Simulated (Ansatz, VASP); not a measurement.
HfO2 in VASP and in Ansatz

```
Hf O
1.0
     5.29360    0.00000    0.00000
     0.00000    5.06909    0.00000
     0.00000    0.00000    5.10110
Hf O
4 8
Cartesian
  0.1726 1.3499 1.2243
  2.4742 1.3499 3.7748
  2.8194 3.7192 1.2243
  5.1210 3.7192 3.7748
  1.9344 0.3428 1.9545
  0.7124 0.3428 4.5050
  3.8602 2.3459 2.4987
  4.0802 2.3459 5.0493
  1.4334 2.7232 5.0493
  1.2134 2.7232 2.4987
  4.5812 4.7263 1.9545
  3.3592 4.7263 4.5050
```

Alike in both runs: functional PBE; k mesh 4 × 4 × 4; no spin polarisation.

Ansatz relaxed the structure, and its values are those at the end. VASP's run is a single point on that final structure, the one shown.

|  | VASP | Ansatz |
| --- | --- | --- |
| version | VASP 6.6.1 | Ansatz 0.2.0 |
| potentials or method | VASP PAW PBE potentials, release 64 (Hf_pv, O) | scalar-relativistic, plane waves, PAW |
| plane-wave cutoff (eV) | 520 | 420 |
| occupations | gaussian, width 0.01 eV | fixed |
| valence electrons in the cell | 88 | 152 |

Ansatz gave:

- gap on the k mesh at the Fermi level (eV): 4.41
- least direct gap on the mesh (eV): 4.61
- pressure (GPa): 0.0
- rms of the force components (eV/Å): 0.001

Problem. Which values does VASP return?

Solution. gap on the k mesh at the Fermi level (eV): 4.36; least direct gap on the mesh (eV): 4.57; pressure (GPa): -3.1; rms of the force components (eV/Å): 0.026.

VASP's potentials hold 88 valence electrons a cell and Ansatz's 152, so a difference there can come from the potentials and not from the codes.

Neither program's run includes spin-orbit coupling.
